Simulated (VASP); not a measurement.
Write the native input for VASP 6.6.1 that does the following.

| Property | Result |
| --- | --- |
| Task | single point |
| Functional | r2SCAN |
| Potentials or basis | VASP PAW PBE potentials, release 64 (Be, S) |
| Cutoff | 520 eV |
| k mesh | 12 × 12 × 12 |
| Occupations | fermi-dirac, width 0.1 eV |
| Spin | no spin polarisation |
| Dipole correction | no |
| Further INCAR settings | ALGO = Normal; EDIFF = 1e-06; NBANDS = 11 |

BeS:

```
Be S
1.0
     2.43422    2.43422    0.00000
    -2.43422    2.43422    0.00000
     0.00000    2.43422    2.43422
Be S
1 1
Direct
  0.00000 0.00000 0.00000
  0.75000 0.25000 0.50000
```

The input as run:

POSCAR

```
BeS
1.0
    2.4342244985      2.4342244985      0.0000000000
   -2.4342244985      2.4342244985      0.0000000000
    0.0000000000      2.4342244985      2.4342244985
Be S
1 1
Direct
    0.0000000000      0.0000000000      0.0000000000
    0.7500000000      0.2500000000      0.5000000000
```

INCAR.step1

```
SYSTEM = BeS
ALGO = Normal
EDIFF = 1E-4
ENCUT = 520
GGA = PE
ISMEAR = -1
LASPH = .True.
LCHARG = .False.
LREAL = .False.
LWAVE = .True.
NBANDS = 11
NELM = 60
PREC = Accurate
SIGMA = 0.1
```

INCAR.step2

```
SYSTEM = BeS
ALGO = Normal
EDIFF = 1E-6
ENCUT = 520
ISIF = 2
ISMEAR = -1
ISTART = 1
LASPH = .True.
LCHARG = .False.
LMIXTAU = .True.
LREAL = .False.
LWAVE = .False.
METAGGA = R2SCAN
NBANDS = 11
NELM = 60
PREC = Accurate
SIGMA = 0.1
```

KPOINTS

```
k-points
0
Gamma
  12 12 12
  0 0 0
```

Potentials or basis: VASP PAW PBE potentials, release 64 (Be, S).

Command:

```bash
$ cat potpaw_PBE.64/Be/POTCAR potpaw_PBE.64/S/POTCAR > POTCAR
$ cp INCAR.step1 INCAR
$ mpirun -np 1 vasp_std > vasp.out
$ cp INCAR.step2 INCAR
$ mpirun -np 1 vasp_std > vasp.out
```

It gave:

```yaml
Pressure: 0.3 GPa
Band_gap_on_the_k_mesh: 3.60 eV (least direct gap 6.26 eV)
```

Caveat: the PAW data sets were made with another functional, which shifts forces and pressure a little.

Wall time 2.3 min on 1 thread of Intel(R) Xeon(R) Platinum 8375C CPU @ 2.90GHz (Ice Lake) (shared host), peak memory 0.16 GiB.
